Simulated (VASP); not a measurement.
## TiC: single point with PBE

TiC:

```
CELL_PARAMETERS angstrom
0.00000 2.15930 2.15930
2.15930 0.00000 2.15930
2.15930 2.15930 0.00000
ATOMIC_POSITIONS crystal
Ti 0.00000 0.00000 0.00000
C 0.50000 0.50000 0.50000
```

| Quantity | Value |
| --- | --- |
| Program | VASP 6.6.1 |
| Task | single point |
| Functional | PBE |
| Potentials or basis | VASP PAW PBE potentials, release 64 (Ti_sv, C) |
| Cutoff | 520 eV |
| k mesh | 8 × 8 × 8 |
| Occupations | gaussian, width 0.1 eV |
| Spin | no spin polarisation |
| Dipole correction | no |
| Further INCAR settings | ALGO = Normal; EDIFF = 1e-06; NBANDS = 15 |

```
Pressure               : 2.8 GPa
Band gap on the k mesh : zero (band 8 reaches 10.21 eV, above the bottom of band 9 at 9.11 eV)
```

Levels at points of the mesh, in eV from the Fermi level:
| k point | band 4 | band 5 | band 6 | band 7 | band 8 | band 9 | band 10 | band 11 | band 12 | band 13 |
| --- | --- | --- | --- | --- | --- | --- | --- | --- | --- | --- |
| (0.00, 0.00, 0.00) | -32.54 | -12.39 | 0.74 | 0.74 | 0.74 | 1.73 | 1.73 | 1.73 | 1.77 | 1.77 |
| (0.50, 0.00, 0.00) | -32.59 | -8.87 | -5.83 | -2.88 | -2.88 | 2.99 | 2.99 | 4.19 | 8.28 | 8.28 |
| (0.50, 0.50, 0.00) | -32.72 | -10.10 | -3.39 | -1.60 | 0.02 | 0.02 | 2.78 | 3.60 | 3.60 | 5.92 |

Run time: 9.1 s on 1 thread of AMD EPYC 7R13 Processor (Zen 3), with other jobs on the host, peak memory 0.11 GiB.
